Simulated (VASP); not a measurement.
# Mo in VASP: relaxation of the atoms with PBE

Aim: the relaxation of the atoms of Mo with PBE.

All numbers are computed with VASP 6.6.1; they aren't measurements. Logs are shortened: lines on timing, memory, paths and dates and some standing lists are left out, and cuts for length are marked.

## (1) The cell of the first run

The cell holds a slab with vacuum, 6 atoms: a = 2.850 Å, b = 2.850 Å, c = 25.075 Å, α = 90.00°, β = 90.00°, γ = 90.00°.

## (2) Relaxation of the atoms, PBE

File INCAR:

```
ALGO     = Normal         # electronic algorithm
DIPOL    = 0.5 0.5 0.500
EDIFF    = 1E-7           # SCF threshold, eV
EDIFFG   = -0.02          # ionic threshold
ENCUT    = 520            # plane-wave cutoff, eV
GGA      = PE             # functional
IBRION   = 2              # ionic algorithm
IDIPOL   = 3            
ISIF     = 2              # what is computed and relaxed
ISMEAR   = -1             # smearing method
LASPH    = True           # aspherical terms in the spheres
LCHARG   = False          # write CHGCAR
LDIPOL   = True         
LREAL    = False          # projectors in reciprocal space
LWAVE    = False          # write WAVECAR
NELM     = 80             # most SCF steps
NSW      = 60             # ionic steps
PREC     = Accurate       # precision mode
SIGMA    = 0.05           # smearing width, eV
```

File KPOINTS:

```
k-points
0
Gamma
  9 9 1
```

File POSCAR:

```
Mo
1.0
    2.8496403282      0.0000000000      0.0000000000
    0.0000000000      2.8496403282      0.0000000000
    0.0000000000      0.0000000000     25.0750000000
Mo
6
Selective dynamics
Direct
    0.5000000000      0.5000000000      0.2991026919  F F F
    0.0000000000      0.0000000000      0.3794616152  F F F
    0.5000000000      0.5000000000      0.4598205384  F F F
    0.0000000000      0.0000000000      0.5401794616  T T T
    0.5000000000      0.5000000000      0.6205383848  T T T
    0.0000000000      0.0000000000      0.7008973081  T T T
```

Potentials or basis: VASP PAW PBE potentials, release 64 (Mo_sv).

Command:

```bash
$ cat potpaw_PBE.64/Mo_sv/POTCAR > POTCAR
$ mpirun -np 1 vasp_std > vasp.out
```

OUTCAR:

```text
EDIFF = 1E-7
   EDIFFG = -0.02
   ENCUT = 520
   GGA = PE
   IBRION = 2
   ISIF = 2
   ISMEAR = -1
   LASPH = True
   LREAL = False
   NELM = 80
   NSW = 60
   PREC = Accurate

 ion  position               nearest neighbor table
   1  0.500  0.500  0.299-   2 2.85   2 2.85   2 2.85   2 2.85
   2  0.000  0.000  0.379-   3 2.85   3 2.85   3 2.85   3 2.85   1 2.85   1 2.85   1 2.85   1 2.85

   3  0.500  0.500  0.460-   4 2.85   4 2.85   4 2.85   4 2.85   2 2.85   2 2.85   2 2.85   2 2.85

   4  0.000  0.000  0.540-   3 2.85   3 2.85   3 2.85   3 2.85   5 2.85   5 2.85   5 2.85   5 2.85

   5  0.500  0.500  0.621-   4 2.85   4 2.85   4 2.85   4 2.85   6 2.85   6 2.85   6 2.85   6 2.85

   6  0.000  0.000  0.701-   5 2.85   5 2.85   5 2.85   5 2.85

  LATTYP: Found a simple tetragonal cell.
 ALAT       =     2.8496403282
 C/A-ratio  =     8.7993560983

  Lattice vectors:

 A1 = (   2.8496403282,   0.0000000000,   0.0000000000)
 A2 = (   0.0000000000,   2.8496403282,   0.0000000000)
 A3 = (   0.0000000000,   0.0000000000,  25.0750000000)

Analysis of symmetry for initial positions (statically):
=====================================================================
 Subroutine PRICEL returns:
 Original cell was already a primitive cell.

 Routine SETGRP: Setting up the symmetry group for a
 simple tetragonal supercell.

 Subroutine GETGRP returns: Found 16 space group operations
 (whereof  8 operations were pure point group operations)
 out of a pool of 16 trial point group operations.

The static configuration has the point symmetry C_4v.
 The point group associated with its full space group is D_4h.

Analysis of symmetry for dynamics (positions and initial velocities):
=====================================================================
 Subroutine PRICEL returns:
 Original cell was already a primitive cell.

 Routine SETGRP: Setting up the symmetry group for a
 simple tetragonal supercell.

 Subroutine GETGRP returns: Found 16 space group operations
 (whereof  8 operations were pure point group operations)
 out of a pool of 16 trial point group operations.

The dynamic configuration has the point symmetry C_4v.
 The point group associated with its full space group is D_4h.

Analysis of constrained symmetry for selective dynamics:
=====================================================================
 Subroutine PRICEL returns:
 Original cell was already a primitive cell.

 Routine SETGRP: Setting up the symmetry group for a
 simple tetragonal supercell.

 Subroutine GETGRP returns: Found  8 space group operations
 (whereof  8 operations were pure point group operations)
 out of a pool of 16 trial point group operations.

The constrained configuration has the point symmetry C_4v.

 Subroutine INISYM returns: Found  8 space group operations
 (whereof  8 operations are pure point group operations),
 and found     1 'primitive' translations

----------------------------------------------------------------------------------------

                                     Primitive cell

  volume of cell :     203.6203

  direct lattice vectors                    reciprocal lattice vectors
     2.849640328  0.000000000  0.000000000     0.350921479  0.000000000  0.000000000
     0.000000000  2.849640328  0.000000000     0.000000000  0.350921479  0.000000000
     0.000000000  0.000000000 25.075000000     0.000000000  0.000000000  0.039880359

  length of vectors
     2.849640328  2.849640328 25.075000000     0.350921479  0.350921479  0.039880359

  position of ions in fractional coordinates (direct lattice)
     0.500000000  0.500000000  0.299102692
     0.000000000  0.000000000  0.379461615
     0.500000000  0.500000000  0.459820538
     0.000000000  0.000000000  0.540179462
     0.500000000  0.500000000  0.620538385
     0.000000000  0.000000000  0.700897308

  ion indices of the primitive-cell ions
   primitive index   ion index
                 1           1
                 2           2
                 3           3
                 4           4
                 5           5
                 6           6

[... 31 lines left out ...]
  0.333333  0.000000  0.000000      4.000000
  0.444444  0.000000  0.000000      4.000000
  0.111111  0.111111  0.000000      4.000000
  0.222222  0.111111  0.000000      8.000000
  0.333333  0.111111  0.000000      8.000000
  0.444444  0.111111  0.000000      8.000000
  0.222222  0.222222  0.000000      4.000000
  0.333333  0.222222  0.000000      8.000000
  0.444444  0.222222  0.000000      8.000000
  0.333333  0.333333  0.000000      4.000000
  0.444444  0.333333  0.000000      8.000000
  0.444444  0.444444  0.000000      4.000000
   k-points           NKPTS =     15   k-points in BZ     NKDIM =     15   number of bands    NBANDS=     50
   number of dos      NEDOS =    301   number of ions     NIONS =      6
   total plane-waves  NPLWV = 110592
   dimension x,y,z NGX =    24 NGY =   24 NGZ =  192
   dimension x,y,z NGXF=    48 NGYF=   48 NGZF=  384
   ions per type =               6
   NGX,Y,Z   is equivalent  to a cutoff of  14.00, 14.00, 12.73 a.u.
   NGXF,Y,Z  is equivalent  to a cutoff of  28.00, 28.00, 25.46 a.u.
 SYSTEM =  unknown system
   PREC   = accura    normal or accurate (medium, high low for compatibility)
   ISTART =      0    job   : 0-new  1-cont  2-samecut
   ICHARG =      2    charge: 1-file 2-atom 10-const
   ISPIN  =      1    spin polarized calculation?
   LNONCOLLINEAR =      F non collinear calculations
   LSORBIT =      F    spin-orbit coupling
   LASPH  =      T    aspherical Exc in radial PAW
   ENCUT  =  520.0 eV  38.22 Ry    6.18 a.u.   5.30  5.30 46.62*2*pi/ulx,y,z
   NELM   =     80;   NELMIN=  2; NELMDL= -5     # of ELM steps
   EDIFF  = 0.1E-06   stopping-criterion for ELM
   LREAL  =      F    real-space projection
   EDIFFG = -.2E-01   stopping-criterion for IOM
   NSW    =     60    number of steps for IOM
   IBRION =      2    ionic relax: 0-MD 1-quasi-New 2-CG
   NFREE  =      1    steps in history (QN), initial steepest desc. (CG)
   ISIF   =      2    stress and relaxation
   ISYM   =      2    0-nonsym 1-usesym 2-fastsym
   POTIM  = 0.5000    time-step for ionic-motion
   TEBEG  =    0.0;   TEEND  =   0.0 temperature during run
   PSTRESS=    0.0 pullay stress
   NELECT =      84.0000    total number of electrons
   NUPDOWN=      -1.0000    fix difference up-down
   EMIN   =  10.00;   EMAX   =-10.00  energy-range for DOS
   EFERMI =   0.00;   METHOD = LEGACY
   ISMEAR =    -1;   SIGMA  =   0.05  broadening in eV -4-tet -1-fermi 0-gaus
   EFERMI_NEDOS =   21; number of points for ismear=-14 and -15
   IALGO  =     38    algorithm
   IMIX   =      4    mixing-type and parameters
     AMIX     =   0.40;   BMIX     =  1.00
     AMIX_MAG =   1.60;   BMIX_MAG =  1.00
  volume/ion in A,a.u.               =      33.94       229.02
  Fermi-wavevector in a.u.,A,eV,Ry     =   1.218693  2.302995 20.207538  1.485212
  Thomas-Fermi vector in A             =   2.353971
   LORBIT       =      0    0 simple, 1 ext, 2 COOP (PROOUT), +10 PAW based schemes
   GGA     = PE    functional components
   LHFCALC =     F    Hartree Fock is set to
   AEXX    =    0.0000 exact exchange contribution
   IVDW    =     0    specifies the selected vdW correction
   LEPSILON=     F    determine dielectric tensor
   LRPA    =     F    only Hartree local field effects (RPA)
 conjugate gradient relaxation of ions
 non-spin polarized calculation
  energy-cutoff  :      520.00
  volume of cell :      203.62
 maximum number of plane-waves:      5533
 NGX is ok and might be reduce to    24
   NGX = 11   NGY = 11   NGZ = 93

--------------------------------------- Ionic step        1  -------------------------------------------

 number of electron      84.0000013 magnetization

 Free energy of the ion-electron system (eV)
  ---------------------------------------------------
  ext. energy  EPLUGINS =         0.00000000
  ---------------------------------------------------
  free energy    TOTEN  =       -60.30387332 eV

  energy without entropy =      -60.22958403  energy(sigma->0) =      -60.26672868

------------------------ aborting loop because EDIFF is reached ----------------------------------------

  FORCE on cell =-STRESS in cart. coord.  units (eV):
  Direction    XX          YY          ZZ          XY          YZ          ZX
  --------------------------------------------------------------------------------------
  -------------------------------------------------------------------------------------
  Total       -8.9641578     -8.9641578     -3.3944952      0.0000000      0.0000000      0.0000000
  in kB      -70.5340851    -70.5340851    -26.7094375      0.0000000      0.0000000      0.0000000
  external PRESSURE =     -55.9258692 kB  Pullay stress =       0.0000000 kB
[... 101 lines left out ...]
  FREE ENERGIE OF THE ION-ELECTRON SYSTEM (eV)
  ---------------------------------------------------
  free  energy   TOTEN  =       -60.3259247132 eV

  energy  without entropy=      -60.2440066488  energy(sigma->0) =      -60.28496568

[... ionic steps 4 to 10 ...]

--------------------------------------- Ionic step       11  -------------------------------------------

 number of electron      84.0000015 magnetization

------------------------ aborting loop because EDIFF is reached ----------------------------------------
[... 37 lines left out ...]
 number of electron      84.0000015 magnetization

------------------------ aborting loop because EDIFF is reached ----------------------------------------

 vacuum level on the upper side and lower side of the slab       (xc-potential included)        -0.028        -0.006

  FORCE on cell =-STRESS in cart. coord.  units (eV):
  Direction    XX          YY          ZZ          XY          YZ          ZX
  --------------------------------------------------------------------------------------
  -------------------------------------------------------------------------------------
  Total       -5.2911515     -5.2911515     -1.6021924      0.0000000     -0.0000000      0.0000000
  in kB      -41.6331953    -41.6331953    -12.6067813      0.0000000     -0.0000000      0.0000000
  external PRESSURE =     -31.9577240 kB  Pullay stress =       0.0000000 kB
[... 21 lines left out ...]
  FREE ENERGIE OF THE ION-ELECTRON SYSTEM (eV)
  ---------------------------------------------------
  free  energy   TOTEN  =       -60.3480042563 eV

  energy  without entropy=      -60.2677745103  energy(sigma->0) =      -60.30788938

 dipolmoment           0.000000      0.000000      0.006416 electrons x Angstroem

--------------------------------------- Ionic step       13  -------------------------------------------

 number of electron      84.0000015 magnetization

 dipolmoment           0.000000      0.000000     -0.002485 electrons x Angstroem

 Free energy of the ion-electron system (eV)
  ---------------------------------------------------
  ext. energy  EPLUGINS =         0.00000000
  ---------------------------------------------------
  free energy    TOTEN  =       -60.34803006 eV

  energy without entropy =      -60.26746612  energy(sigma->0) =      -60.30774809

 E-fermi :   3.4245     XC(G=0):  -7.1335

 val. band max:        3.3936691937   @ k =   0.4444   0.3333   0.0000
 cond. band min:       3.4475416174   @ k =   0.4444   0.1111   0.0000
 fundamental gap:      0.0538724237
 Fermi energy:         3.4244694867

 k-point     1 :       0.0000    0.0000    0.0000
  band No.  band energies     occupation
      1     -57.4127      2.00000
      2     -57.3198      2.00000
      3     -57.2888      2.00000
      4     -57.2126      2.00000
      5     -57.1077      2.00000
      6     -57.0120      2.00000
[... 784 lines left out ...]
     49       6.8878      0.00000
     50       7.4775      0.00000

------------------------ aborting loop because EDIFF is reached ----------------------------------------

 vacuum level on the upper side and lower side of the slab       (xc-potential included)        -0.038         0.022

  FORCE on cell =-STRESS in cart. coord.  units (eV):
  Direction    XX          YY          ZZ          XY          YZ          ZX
  --------------------------------------------------------------------------------------
  -------------------------------------------------------------------------------------
  Total       -5.2614327     -5.2614327     -1.6055778     -0.0000000      0.0000000      0.0000000
  in kB      -41.3993536    -41.3993536    -12.6334188     -0.0000000      0.0000000      0.0000000
  external PRESSURE =     -31.8107087 kB  Pullay stress =       0.0000000 kB
[... 21 lines left out ...]
  FREE ENERGIE OF THE ION-ELECTRON SYSTEM (eV)
  ---------------------------------------------------
  free  energy   TOTEN  =       -60.3480300574 eV

  energy  without entropy=      -60.2674661216  energy(sigma->0) =      -60.30774809

 reached required accuracy - stopping structural energy minimisation

 vacuum level on the upper side and lower side of the slab         7.641         7.759
```

It took 28 min on 1 thread of Intel Xeon Platinum 8488C (Sapphire Rapids), shared host; peak memory 0.38 GiB.

What came out:

```
Free energy               : -60.3480 eV
Energy gained by relaxing : 7.4 meV/atom
Ionic steps               : 13
Band gap on the k mesh    : zero (bands 42 and 43 overlap by 1.80 eV)
```

Step by step:
```tsv
step	energy change (eV)	largest force on free atoms (eV/Å)	pressure (GPa)
1	0.0000	0.4882	-5.59
2	-0.0120	0.3531	-5.38
3	-0.0221	0.2510	-4.89
4	-0.0279	0.1238	-4.72
5	-0.0290	0.1277	-4.59
6	-0.0309	0.1184	-4.46
7	-0.0353	0.0984	-4.09
8	-0.0391	0.1269	-3.32
9	-0.0423	0.1075	-3.26
10	-0.0428	0.1376	-3.23
11	-0.0441	0.0263	-3.19
12	-0.0441	0.0277	-3.20
13	-0.0442	0.0162	-3.18
```

Final structure:
```yaml
crystal:
  lattice:
    - [2.84964, 0.00000, 0.00000]
    - [0.00000, 2.84964, 0.00000]
    - [0.00000, 0.00000, 25.07500]
  atoms:
    - { symbol: Mo, position: [0.50000, 0.50000, 0.29910] }
    - { symbol: Mo, position: [0.00000, 0.00000, 0.37946] }
    - { symbol: Mo, position: [0.50000, 0.50000, 0.45982] }
    - { symbol: Mo, position: [0.00000, 0.00000, 0.53819] }
    - { symbol: Mo, position: [0.50000, 0.50000, 0.61584] }
    - { symbol: Mo, position: [0.00000, 0.00000, 0.69101] }
```

The gap in the log of VASP goes by the Fermi energy; the results here count the filled bands.